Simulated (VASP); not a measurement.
Set up this calculation in VASP 6.6.1, as the native input.

- Task: single point
- Functional: PBE
- Potentials or basis: VASP PAW PBE potentials, release 64 (Pb_d)
- Cutoff: 500 eV
- k mesh: 6 × 6 × 6
- Occupations: fermi-dirac, width 0.1 eV
- Spin: no spin polarisation
- Dipole correction: no
- Further INCAR settings: ALGO = Normal; EDIFF = 1e-06; NBANDS = 13

The structure of Pb lies in POSCAR:

```
Pb
1.0
    0.0000000000      3.2310000000      3.2310000000
    3.2310000000      0.0000000000      3.2310000000
    3.2310000000      3.2310000000      0.0000000000
Pb
1
Direct
    0.0000000000      0.0000000000      0.0000000000
```

These files were run (other wordings do the same):

INCAR

```
PREC = Accurate
ENCUT = 500
EDIFF = 1E-6
ISMEAR = -1
SIGMA = 0.1
LREAL = F
LASPH = T
NELM = 120
ALGO = Normal
ISIF = 2
LWAVE = F
LCHARG = F
GGA = PE
NBANDS = 13
GGA_COMPAT = F
```

KPOINTS

```
Automatic mesh
0
Gamma
  6 6 6
```

Potentials or basis: VASP PAW PBE potentials, release 64 (Pb_d).

Run with:

```bash
$ cat potpaw_PBE.64/Pb_d/POTCAR > POTCAR
$ mpirun -np 1 vasp_std > vasp.out
```

Results of the run:

```json
{
  "Pressure": "-5.2 GPa",
  "Band gap on the k mesh": "zero (band 7 reaches 3.89 eV, above the bottom of band 8 at 0.75 eV)"
}
```

Caveat: spin-orbit coupling is left out, which moves the levels of the heavy elements.

Wall time 12 s on 1 thread of Intel(R) Xeon(R) 6975P-C (Granite Rapids), on a shared host, peak memory 0.2 GiB.
